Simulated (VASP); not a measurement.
A run of VASP 6.6.1 is set up as follows.

INCAR

```
SYSTEM = SbAu
PREC     = Accurate       ! precision mode
ENCUT    = 520            ! plane-wave cutoff, eV
EDIFF    = 1E-8           ! SCF threshold, eV
ISMEAR   = -1             ! smearing method
SIGMA    = 0.08           ! smearing width, eV
LREAL    = .False.        ! projectors in reciprocal space
LASPH    = .True.         ! aspherical terms in the spheres
NELM     = 60             ! most SCF steps
ALGO     = Normal         ! electronic algorithm
ISIF     = 2              ! what is computed and relaxed
LWAVE    = .False.        ! write WAVECAR
LCHARG   = .False.        ! write CHGCAR
GGA      = PE             ! functional
LEFG     = .True.       
NBANDS   = 15             ! bands
```

The input KPOINTS:

```
Automatic mesh
0
Gamma
  10 10 10
  0 0 0
```

POSCAR

```
SbAu
1.0
    0.0000000000      3.1416792501      3.1416792501
    3.1416792501      0.0000000000      3.1416792501
    3.1416792501      3.1416792501      0.0000000000
Au Sb
1 1
Direct
    0.0000000000      0.0000000000      0.0000000000
    0.2500000000      0.2500000000      0.2500000000
```

Potentials or basis: VASP PAW PBE potentials, release 64 (Au, Sb).

Launch:

```bash
$ cat potpaw_PBE.64/Au/POTCAR potpaw_PBE.64/Sb/POTCAR > POTCAR
$ mpirun -np 1 vasp_std > vasp.out
```

Task: What does it give for the band gap on the k mesh?

Result: Zero (band 8 reaches 7.18 eV, above the bottom of band 9 at 3.68 eV).

Task: Estimate the pressure.

Result: -1.8 GPa.

Caveat: without QUAD_EFG the Cq values of the log hold for a quadrupole moment of 1 mb, not for the nuclei; spin-orbit coupling is left out, which moves the levels of the heavy elements.
